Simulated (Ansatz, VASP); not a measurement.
ZrH6: VASP beside Ansatz

INCAR

```
SYSTEM = ZrH6
PREC = Accurate ; ENCUT = 600
EDIFF = 1E-6 ; ISMEAR = 0
SIGMA = 0.1 ; LREAL = .False.
LASPH = .True. ; NELM = 100
ALGO = Normal ; ISIF = 3
LWAVE = .False. ; LCHARG = .False.
GGA = PE ; IBRION = 2
NSW = 100 ; EDIFFG = -0.01
```

File KPOINTS:

```
Automatic mesh
0
Gamma
  12 12 6
  0 0 0
```

Contents of POSCAR:

```
ZrH6
1.0
    3.3900169833      0.0000000000      0.0000000000
    0.0000000000      3.3900169833      0.0000000000
    0.0000000000      0.0000000000      7.5802260855
Zr H
1 6
Direct
    0.5000000000      0.5000000000      0.5000000000
    0.0000000000      0.5000000000      0.6454801934
    0.5000000000      0.0000000000      0.6454801934
    0.0000000000      0.5000000000      0.3545198066
    0.5000000000      0.0000000000      0.3545198066
    0.5000000000      0.5000000000      0.9505075293
    0.5000000000      0.5000000000      0.0494924707
```

Input for Ansatz:

```yaml
crystal:
  lattice:
    - [3.3900169833, 0.0, 0.0]
    - [0.0, 3.3900169833, 0.0]
    - [0.0, 0.0, 7.5802260855]
  atoms:
    - { symbol: Zr, position: [0.5, 0.5, 0.5] }
    - { symbol: H, position: [0.0, 0.5, 0.6454801934] }
    - { symbol: H, position: [0.5, 0.0, 0.6454801934] }
    - { symbol: H, position: [0.0, 0.5, 0.3545198066] }
    - { symbol: H, position: [0.5, 0.0, 0.3545198066] }
    - { symbol: H, position: [0.5, 0.5, 0.9505075293] }
    - { symbol: H, position: [0.5, 0.5, 0.0494924707] }
basis:
  ecutwfc: 420
kpoints:
  mp_grid: { grid: [12, 12, 6] }
hamiltonian:
  xc: pbe
scf:
  occupations: { method: gaussian, width: 0.1 }
output:
  forces: true
  stress: true
  eigenvalues: true
relax:
  adjacent_minimum: "off"
  f_tol: 0.01
  max_steps: 80
  cell: { stress_tol: 0.05 }
```

Alike in both runs: task relaxation of cell and atoms; functional PBE; k mesh 12 × 12 × 6; occupations gaussian, width 0.1 eV; no spin polarisation.

|  | VASP | Ansatz |
| --- | --- | --- |
| version | VASP 6.6.1 | Ansatz 0.2.0 |
| potentials or method | VASP PAW PBE potentials, release 64 (Zr_sv, H), cutoff 600 eV | scalar-relativistic, plane waves, PAW |
| valence electrons in the cell | 18 | 18 |

```tsv
	VASP	Ansatz	Ansatz less VASP
gap on the k mesh at the Fermi level, each at its own relaxed structure (eV)	none	none	-
relaxed volume (Å³/atom)	13.33	13.79	+0.466
relaxed cell length with the largest relative difference (Å)	8.136	8.411	+0.2752
```

A gap of «none» marks a metal or a gap that the smearing closes.
